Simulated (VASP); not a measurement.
# CuCl2 (P4/mmm) in VASP: single point with PBEsol

Aim: the single point of CuCl2 with PBEsol.

All numbers are computed with VASP 6.6.1; they aren't measurements. Logs are shortened: lines on timing, memory, paths and dates and some standing lists are left out, and cuts for length are marked.

## Step 1: The cell of the first run

The structure is tetragonal, space group P4/mmm (No. 123). Conventional cell: a = 4.521 Å, b = 4.521 Å, c = 4.318 Å, α = 90.00°, β = 90.00°, γ = 90.00°. Cu (site symmetry 4/mmm) has 4 Cl at 2.26 Å within 3.0 Å. Within 3.0 Å of Cl (site symmetry mmm) lie 2 Cu at 2.26 Å. Within 3.0 Å of Cl (site symmetry mmm) lie 2 Cu at 2.26 Å.

## Step 2: Single point, PBEsol

File INCAR:

```
SYSTEM = CuCl2
  ALGO = Normal
  EDIFF = 1E-6
  ENCUT = 600
  GGA = PS
  GGA_COMPAT = .FALSE.
  ISIF = 2
  ISMEAR = -1
  LASPH = .TRUE.
  LCHARG = .FALSE.
  LREAL = .FALSE.
  LWAVE = .FALSE.
  NBANDS = 62
  NELM = 120
  PREC = Accurate
  SIGMA = 0.1
```

File KPOINTS:

```
k-points
0
G
  2 3 2
  0 0 0
```

File POSCAR:

```
CuCl2
1.0
    9.0412960000      0.0000000000      0.0000000000
    0.0000000000      4.5206480000      0.0000000000
    0.0000000000      0.0000000000      8.6354240000
Cu Cl
4 8
Direct
    0.0000000000      0.0000000000      0.0000000000
    0.0000000000      0.0000000000      0.5000000000
    0.5000000000      0.0000000000      0.0000000000
    0.5000000000      0.0000000000      0.5000000000
    0.2500000000      0.0000000000      0.0000000000
    0.0000000000      0.5000000000      0.0000000000
    0.2500000000      0.0000000000      0.5000000000
    0.0000000000      0.5000000000      0.5000000000
    0.7500000000      0.0000000000      0.0000000000
    0.5000000000      0.5000000000      0.0000000000
    0.7500000000      0.0000000000      0.5000000000
    0.5000000000      0.5000000000      0.5000000000
```

Potentials or basis: VASP PAW PBE potentials, release 64 (Cu, Cl).

The run is started by

```
cat potpaw_PBE.64/Cu/POTCAR potpaw_PBE.64/Cl/POTCAR > POTCAR
mpirun -np 1 vasp_std > vasp.out
```

OUTCAR:

```text
SYSTEM = CuCl2
   EDIFF = 1E-6
   ENCUT = 600
   GGA = PS
   ISIF = 2
   ISMEAR = -1
   LASPH = .TRUE.
   LREAL = .FALSE.
   NELM = 120
   PREC = Accurate

 ion  position               nearest neighbor table
   1  0.000  0.000  0.000-   5 2.26   6 2.26   9 2.26   6 2.26
   2  0.000  0.000  0.500-   7 2.26   8 2.26  11 2.26   8 2.26
   3  0.500  0.000  0.000-   5 2.26   9 2.26  10 2.26  10 2.26
   4  0.500  0.000  0.500-   7 2.26  11 2.26  12 2.26  12 2.26
   5  0.250  0.000  0.000-   1 2.26   3 2.26
   6  0.000  0.500  0.000-   1 2.26   1 2.26
   7  0.250  0.000  0.500-   2 2.26   4 2.26
   8  0.000  0.500  0.500-   2 2.26   2 2.26
   9  0.750  0.000  0.000-   1 2.26   3 2.26
  10  0.500  0.500  0.000-   3 2.26   3 2.26
  11  0.750  0.000  0.500-   2 2.26   4 2.26
  12  0.500  0.500  0.500-   4 2.26   4 2.26

  LATTYP: Found a simple orthorhombic cell.
 ALAT       =     4.5206480000
 B/A-ratio  =     1.9102181811
 C/A-ratio  =     2.0000000000

  Lattice vectors:

 A1 = (   0.0000000000,   4.5206480000,   0.0000000000)
 A2 = (   0.0000000000,   0.0000000000,   8.6354240000)
 A3 = (   9.0412960000,   0.0000000000,   0.0000000000)

Analysis of symmetry for initial positions (statically):
=====================================================================
 Subroutine PRICEL returns following result:

  LATTYP: Found a simple tetragonal cell.
 ALAT       =     4.5206480000
 C/A-ratio  =     0.9551090906

  Lattice vectors:

 A1 = (   4.5206480000,   0.0000000000,   0.0000000000)
 A2 = (   0.0000000000,   4.5206480000,   0.0000000000)
 A3 = (   0.0000000000,   0.0000000000,   4.3177120000)

   4 primitive cells build up your supercell.

 Routine SETGRP: Setting up the symmetry group for a
 simple orthorhombic supercell.

 Subroutine GETGRP returns: Found  8 space group operations
 (whereof  8 operations were pure point group operations)
 out of a pool of  8 trial point group operations.

The static configuration has the point symmetry D_2h.

Analysis of symmetry for dynamics (positions and initial velocities):
=====================================================================
 Subroutine PRICEL returns following result:

  LATTYP: Found a simple tetragonal cell.
 ALAT       =     4.5206480000
 C/A-ratio  =     0.9551090906

  Lattice vectors:

 A1 = (   4.5206480000,   0.0000000000,   0.0000000000)
 A2 = (   0.0000000000,   4.5206480000,   0.0000000000)
 A3 = (   0.0000000000,   0.0000000000,   4.3177120000)

   4 primitive cells build up your supercell.

 Routine SETGRP: Setting up the symmetry group for a
 simple orthorhombic supercell.

 Subroutine GETGRP returns: Found  8 space group operations
 (whereof  8 operations were pure point group operations)
 out of a pool of  8 trial point group operations.

The dynamic configuration has the point symmetry D_2h.

 Subroutine INISYM returns: Found  8 space group operations
 (whereof  8 operations are pure point group operations),
 and found     4 'primitive' translations

----------------------------------------------------------------------------------------

                                     Primitive cell

  volume of cell :      88.2379

  direct lattice vectors                    reciprocal lattice vectors
     4.520648000  0.000000000  0.000000000     0.221207225  0.000000000  0.000000000
     0.000000000  4.520648000  0.000000000     0.000000000  0.221207225  0.000000000
     0.000000000  0.000000000  4.317712000     0.000000000  0.000000000  0.231604146

  length of vectors
     4.520648000  4.520648000  4.317712000     0.221207225  0.221207225  0.231604146

  position of ions in fractional coordinates (direct lattice)
     0.000000000  0.000000000  0.000000000
     0.500000000  0.000000000  0.000000000
     0.000000000  0.500000000  0.000000000

  ion indices of the primitive-cell ions
   primitive index   ion index
                 1           1
                 2           5
                 3           6

----------------------------------------------------------------------------------------

 KPOINTS: k-points

Automatic generation of k-mesh.
 Grid dimensions read from file:
 generate k-points for:    2    3    2

 Generating k-lattice:

  Cartesian coordinates                     Fractional coordinates (reciprocal lattice)
     0.055301806  0.000000000  0.000000000     0.500000000  0.000000000  0.000000000
     0.000000000  0.073735742  0.000000000     0.000000000  0.333333333  0.000000000
     0.000000000  0.000000000  0.057901036     0.000000000  0.000000000  0.500000000

  Length of vectors
     0.055301806  0.073735742  0.057901036

  Shift w.r.t. Gamma in fractional coordinates (k-lattice)
     0.000000000  0.000000000  0.000000000

 Subroutine IBZKPT returns following result:
 ===========================================

 Found      8 irreducible k-points:

 Following reciprocal coordinates:
            Coordinates               Weight
  0.000000  0.000000  0.000000      1.000000
  0.500000  0.000000  0.000000      1.000000
  0.000000  0.333333  0.000000      2.000000
  0.500000  0.333333  0.000000      2.000000
  0.000000  0.000000  0.500000      1.000000
  0.500000  0.000000  0.500000      1.000000
  0.000000  0.333333  0.500000      2.000000
  0.500000  0.333333  0.500000      2.000000
   k-points           NKPTS =      8   k-points in BZ     NKDIM =      8   number of bands    NBANDS=     62
   number of dos      NEDOS =    301   number of ions     NIONS =     12
   total plane-waves  NPLWV = 181440
   dimension x,y,z NGX =    72 NGY =   36 NGZ =   70
   dimension x,y,z NGXF=   144 NGYF=   72 NGZF=  140
   ions per type =               4   8
   NGX,Y,Z   is equivalent  to a cutoff of  13.24, 13.24, 13.48 a.u.
   NGXF,Y,Z  is equivalent  to a cutoff of  26.48, 26.48, 26.95 a.u.
 SYSTEM =  CuCl2
   PREC   = accura    normal or accurate (medium, high low for compatibility)
   ISTART =      0    job   : 0-new  1-cont  2-samecut
   ICHARG =      2    charge: 1-file 2-atom 10-const
   ISPIN  =      1    spin polarized calculation?
   LNONCOLLINEAR =      F non collinear calculations
   LSORBIT =      F    spin-orbit coupling
   LASPH  =      T    aspherical Exc in radial PAW
   ENCUT  =  600.0 eV  44.10 Ry    6.64 a.u.  18.06  9.03 17.25*2*pi/ulx,y,z
   NELM   =    120;   NELMIN=  2; NELMDL= -5     # of ELM steps
   EDIFF  = 0.1E-05   stopping-criterion for ELM
   LREAL  =      F    real-space projection
   EDIFFG = 0.1E-04   stopping-criterion for IOM
   NSW    =      0    number of steps for IOM
   IBRION =     -1    ionic relax: 0-MD 1-quasi-New 2-CG
   NFREE  =      0    steps in history (QN), initial steepest desc. (CG)
   ISIF   =      2    stress and relaxation
   ISYM   =      2    0-nonsym 1-usesym 2-fastsym
   POTIM  = 0.5000    time-step for ionic-motion
   TEBEG  =    0.0;   TEEND  =   0.0 temperature during run
   PSTRESS=    0.0 pullay stress
   NELECT =     100.0000    total number of electrons
   NUPDOWN=      -1.0000    fix difference up-down
   EMIN   =  10.00;   EMAX   =-10.00  energy-range for DOS
   EFERMI =   0.00;   METHOD = LEGACY
   ISMEAR =    -1;   SIGMA  =   0.10  broadening in eV -4-tet -1-fermi 0-gaus
   EFERMI_NEDOS =   21; number of points for ismear=-14 and -15
   IALGO  =     38    algorithm
   IMIX   =      4    mixing-type and parameters
     AMIX     =   0.40;   BMIX     =  1.00
     AMIX_MAG =   1.60;   BMIX_MAG =  1.00
  volume/ion in A,a.u.               =      29.41       198.49
  Fermi-wavevector in a.u.,A,eV,Ry     =   1.075234  2.031898 15.730090  1.156129
  Thomas-Fermi vector in A             =   2.211085
   LORBIT       =      0    0 simple, 1 ext, 2 COOP (PROOUT), +10 PAW based schemes
   GGA     = PS    functional components
   LHFCALC =     F    Hartree Fock is set to
   AEXX    =    0.0000 exact exchange contribution
   IVDW    =     0    specifies the selected vdW correction
   LEPSILON=     F    determine dielectric tensor
   LRPA    =     F    only Hartree local field effects (RPA)
 non-spin polarized calculation
  energy-cutoff  :      600.00
  volume of cell :      352.95
 maximum number of plane-waves:     11818
   NGX = 37   NGY = 19   NGZ = 35

 number of electron     100.0000046 magnetization

 Free energy of the ion-electron system (eV)
  ---------------------------------------------------
  ext. energy  EPLUGINS =         0.00000000
  ---------------------------------------------------
  free energy    TOTEN  =       -36.82975268 eV

  energy without entropy =      -36.72104870  energy(sigma->0) =      -36.77540069

 E-fermi :  -0.7231     XC(G=0):  -7.4882

 val. band max:       -0.9283500312   @ k =   0.0000   0.3333   0.0000
 cond. band min:      -0.4500719284   @ k =   0.5000   0.3333   0.0000
 fundamental gap:      0.4782781028
 Fermi energy:        -0.7231364279

 k-point     1 :       0.0000    0.0000    0.0000
  band No.  band energies     occupation
      1     -15.5535      2.00000
      2     -15.5130      2.00000
      3     -15.0213      2.00000
      4     -14.9879      2.00000
      5     -14.8476      2.00000
      6     -14.8148      2.00000
[... 54 lines left out ...]
     61       7.3636      0.00000
     62       7.7099      0.00000

 k-point     2 :       0.5000    0.0000    0.0000
  band No.  band energies     occupation
      1     -15.3711      2.00000
      2     -15.3711      2.00000
      3     -15.3325      2.00000
      4     -15.3325      2.00000
      5     -14.5442      2.00000
      6     -14.5442      2.00000
[... 379 lines left out ...]
     61       7.2513      0.00000
     62       7.2518      0.00000

 k-point     8 :       0.5000    0.3333    0.5000
  band No.  band energies     occupation
      1     -15.0931      2.00000
      2     -15.0931      2.00000
      3     -15.0931      2.00000
      4     -15.0931      2.00000
      5     -14.6694      2.00000
      6     -14.6694      2.00000
[... 54 lines left out ...]
     61       7.3357      0.00000
     62       7.3357      0.00000

------------------------ aborting loop because EDIFF is reached ----------------------------------------

  FORCE on cell =-STRESS in cart. coord.  units (eV):
  Direction    XX          YY          ZZ          XY          YZ          ZX
  --------------------------------------------------------------------------------------
  -------------------------------------------------------------------------------------
  Total       -6.5627168     -6.6280310      0.1430921      0.0000000      0.0000000      0.0000000
  in kB      -29.7905964    -30.0870818      0.6495479      0.0000000      0.0000000      0.0000000
  external PRESSURE =     -19.7427101 kB  Pullay stress =       0.0000000 kB

 VOLUME and BASIS-vectors are now :
 -----------------------------------------------------------------------------
  energy-cutoff  :      600.00
  volume of cell :      352.95
      direct lattice vectors                 reciprocal lattice vectors
     9.041296000  0.000000000  0.000000000     0.110603613  0.000000000  0.000000000
     0.000000000  4.520648000  0.000000000     0.000000000  0.221207225  0.000000000
     0.000000000  0.000000000  8.635424000     0.000000000  0.000000000  0.115802073

 POSITION                                       TOTAL-FORCE (eV/Angst)
 -----------------------------------------------------------------------------------
      0.00000      0.00000      0.00000        -0.000000     -0.000000      0.000000
      0.00000      0.00000      4.31771         0.000000     -0.000000     -0.000000
      4.52065      0.00000      0.00000         0.000000     -0.000000      0.000000
      4.52065      0.00000      4.31771        -0.000000     -0.000000     -0.000000
      2.26032      0.00000      0.00000         0.000000     -0.000000     -0.000000
      0.00000      2.26032      0.00000         0.000000     -0.000000     -0.000000
      2.26032      0.00000      4.31771         0.000000     -0.000000     -0.000000
      0.00000      2.26032      4.31771         0.000000      0.000000     -0.000000
      6.78097      0.00000      0.00000         0.000000     -0.000000      0.000000
      4.52065      2.26032      0.00000         0.000000      0.000000     -0.000000
      6.78097      0.00000      4.31771         0.000000     -0.000000     -0.000000
      4.52065      2.26032      4.31771         0.000000     -0.000000      0.000000
 -----------------------------------------------------------------------------------
    total drift:                                0.000000      0.000000      0.000000

  FREE ENERGIE OF THE ION-ELECTRON SYSTEM (eV)
  ---------------------------------------------------
  free  energy   TOTEN  =       -36.8297526837 eV

  energy  without entropy=      -36.7210487003  energy(sigma->0) =      -36.77540069
```

Wall time 2.9 min (1 thread of AMD EPYC 9R45 (Zen 5), shared host); peak memory 0.48 GiB.

Results:

```yaml
Free_energy: -36.8298 eV
Pressure: -2.0 GPa
Band_gap_on_the_k_mesh: zero (bands 50 and 51 overlap by 1.07 eV)
```

Levels at points of the mesh, in eV from the Fermi level:
```csv
k point,band 47,band 48,band 49,band 50,band 51,band 52,band 53,band 54,band 55,band 56
"(0.00, 0.00, 0.00)",-0.86,-0.85,-0.77,-0.74,-0.71,-0.55,2.45,3.23,5.41,5.72
"(0.50, 0.00, 0.00)",-0.80,-0.80,-0.79,-0.79,-0.77,-0.77,3.83,3.83,4.64,4.64
"(0.00, 0.00, 0.50)",-0.87,-0.87,-0.72,-0.72,-0.67,-0.67,2.82,2.82,5.62,5.62
"(0.50, 0.00, 0.50)",-0.91,-0.91,-0.79,-0.79,-0.79,-0.79,4.16,4.16,4.16,4.16
```

Caveat: the k points lie up to 0.46 Å⁻¹ apart, too coarse for converged energies and pressures of a metal; the PAW data sets were made with another functional, which shifts forces and pressure a little. With open d or f shells a metallic result of PBEsol can be an artefact of self-interaction; +U or a hybrid may open a gap.

The gap in the log of VASP goes by the Fermi energy; the results here count the filled bands.